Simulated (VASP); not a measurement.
The system is Co.

```xyz
8
Lattice="4.4463 0.0000 0.0000 0.0000 4.4463 0.0000 0.0000 0.0000 4.4463" Properties=species:S:1:pos:R:3 pbc="T T T"
Co    2.2232    2.2232    2.2232
Co    0.0000    0.0000    0.0000
Co    1.1116    0.0000    2.2232
Co    2.2232    1.1116    0.0000
Co    2.2232    3.3347    0.0000
Co    3.3347    0.0000    2.2232
Co    0.0000    2.2232    3.3347
Co    0.0000    2.2232    1.1116
```

- Program: VASP 6.6.1
- Task: relaxation of cell and atoms
- Functional: PBEsol
- Potentials or basis: VASP PAW PBE potentials, release 64 (Co)
- Cutoff: 600 eV
- k mesh: 4 × 4 × 4
- Occupations: gaussian, width 0.1 eV
- Spin: collinear spin, ferromagnetic start
- Starting moments: [1.84, 1.84, 1.95, 1.95, 1.95, 1.95, 1.95, 1.95] μB

At the start: pressure -7.9 GPa; volume 10.99 Å³/atom.

Q: How do energy, volume and symmetry change on relaxing?

A: Over 3 steps the energy falls by 10.1 meV/atom and the volume is 10.60 Å³/atom (-3.6 %); space group Pm-3n (No. 223, to 0.05 Å); moment 13.38 μB per cell.

The path:
```tsv
step	energy change (eV)	largest force (eV/Å)	pressure (GPa)	volume (Å³)
1	0.0000	0.0000	-7.90	87.90
2	0.0385	0.0000	11.12	81.19
3	-0.0806	0.0000	0.05	84.78
```

Final structure:
```xyz
8
Lattice="4.3930 0.0000 0.0000 0.0000 4.3930 0.0000 0.0000 0.0000 4.3930" Properties=species:S:1:pos:R:3 pbc="T T T"
Co    2.1965    2.1965    2.1965
Co    0.0000    0.0000    0.0000
Co    1.0982    0.0000    2.1965
Co    2.1965    1.0982    0.0000
Co    2.1965    3.2948    0.0000
Co    3.2948    0.0000    2.1965
Co    0.0000    2.1965    3.2948
Co    0.0000    2.1965    1.0982
```

Caveat: the PAW data sets were made with another functional, which shifts forces and pressure a little.
